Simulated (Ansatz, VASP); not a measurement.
Two plane-wave programs on BaTiO3

POSCAR

```
BaTiO3
1.0
   -4.0221394300     -4.0221394300      0.0000000000
   -4.0221394300      4.0221394300      0.0000000000
    0.0000000000      0.0000000000     -4.0221394300
Ba Ti O
2 2 6
Direct
    0.0000000000      0.0000000000      0.0000000000
    0.5000000000      0.5000000000      0.0000000000
    0.0000000000      0.5000000000      0.5000000000
    0.5000000000      0.0000000000      0.5000000000
    0.0000000000      0.5000000000      0.0000000000
    0.5000000000      0.0000000000      0.0000000000
    0.7500000000      0.2500000000      0.5000000000
    0.2500000000      0.7500000000      0.5000000000
    0.7500000000      0.7500000000      0.5000000000
    0.2500000000      0.2500000000      0.5000000000
```

The input INCAR.step1:

```
SYSTEM = BaTiO3
  PREC = Accurate
  ENCUT = 660
  ISMEAR = 1
  SIGMA = 0.0366
  LREAL = .FALSE.
  LASPH = .TRUE.
  NELM = 120
  NBANDS = 51
  GGA = PE
  ALGO = Normal
  EDIFF = 1E-5
  LWAVE = .TRUE.
  LCHARG = .FALSE.
  GGA_COMPAT = .FALSE.
```

The input INCAR.step2:

```
SYSTEM = BaTiO3
  PREC = Accurate
  ENCUT = 660
  EDIFF = 1E-6
  ISMEAR = 1
  SIGMA = 0.0366
  LREAL = .FALSE.
  LASPH = .TRUE.
  NELM = 120
  ALGO = Normal
  ISIF = 2
  LWAVE = .FALSE.
  LCHARG = .FALSE.
  METAGGA = R2SCAN
  LMIXTAU = .TRUE.
  NBANDS = 51
  ISTART = 1
  GGA_COMPAT = .FALSE.
```

The input KPOINTS:

```
regular mesh
0
G
  5 5 6
  0 0 0
```

Input for Ansatz:

```yaml
crystal:
  lattice:
    - [4.02213943, 4.02213943, 0.0]
    - [4.02213943, -4.02213943, 0.0]
    - [0.0, 0.0, 4.02213943]
  atoms:
    - { symbol: Ba, position: [0.0, 0.0, 0.0] }
    - { symbol: Ba, position: [0.5, 0.5, 0.0] }
    - { symbol: Ti, position: [0.0, 0.5, 0.5] }
    - { symbol: Ti, position: [0.5, 0.0, 0.5] }
    - { symbol: O, position: [0.0, 0.5, 0.0] }
    - { symbol: O, position: [0.5, 0.0, 0.0] }
    - { symbol: O, position: [0.25, 0.75, 0.5] }
    - { symbol: O, position: [0.75, 0.25, 0.5] }
    - { symbol: O, position: [0.25, 0.25, 0.5] }
    - { symbol: O, position: [0.75, 0.75, 0.5] }
  symmetry: { tolerance: 0.0003 }
kpoints:
  mp_grid: { grid: [5, 5, 6], shift: [0, 0, 0] }
  band_path:
    path:
      - [0.0, 0.0, 0.0]
      - [0.5, -0.5, 0.0]
      - [1.0, 0.0, 0.0]
      - [0.0, 0.0, 0.0]
      - [1.0, 0.0, 0.5]
      - [0.5, -0.5, 0.0]
      - [1.0, 0.0, 0.5]
      - [1.0, 0.0, 0.0]
    npoints: 8
magnetization:
  spin_polarized: false
scf:
  occupations: { method: cold, width: 0.0366 }
  lower_state_search: "off"
  max_iter: 200
hamiltonian:
  pseudopotentials: { kind: paw }
  xc: r2scan
basis:
  ecutwfc: 500
  fft_grid_basis: typed
output:
  forces: true
  stress: true
  eigenvalues: true
  bader: true
  populations: true
  elf: true
  write_potential: true
  volumetric_format: npy
  dos:
    e_range: [-12, 8]
    de: 0.05
    projected: { site_lists: { Ba: [Ba], O: [O], Ti: [Ti] } }
checkpoint:
  read: saved_state
```

Alike in both runs: task single point; functional r2SCAN; k mesh 5 × 5 × 6; no spin polarisation.

|  | VASP | Ansatz |
| --- | --- | --- |
| version | VASP 6.6.1 | Ansatz 0.2.0 |
| potentials or method | VASP PAW PBE potentials, release 64 (Ba_sv, Ti_sv, O), cutoff 660 eV | PAW plane waves |
| occupations | methfessel-paxton of order 1, width 0.0366 eV | cold, width 0.0366 eV |
| valence electrons in the cell | 80 | 80 |

Ansatz gave:

| Item | Value |
| --- | --- |
| gap on the k mesh at the Fermi level (eV) | 2.12 |
| pressure (GPa) | -3.6 |

Q: Which values does VASP return?

A: gap on the k mesh at the Fermi level (eV): 2.10; pressure (GPa): -1.9.

VASP's potentials were made for PBE, not for r2SCAN.

Neither program's run includes spin-orbit coupling.
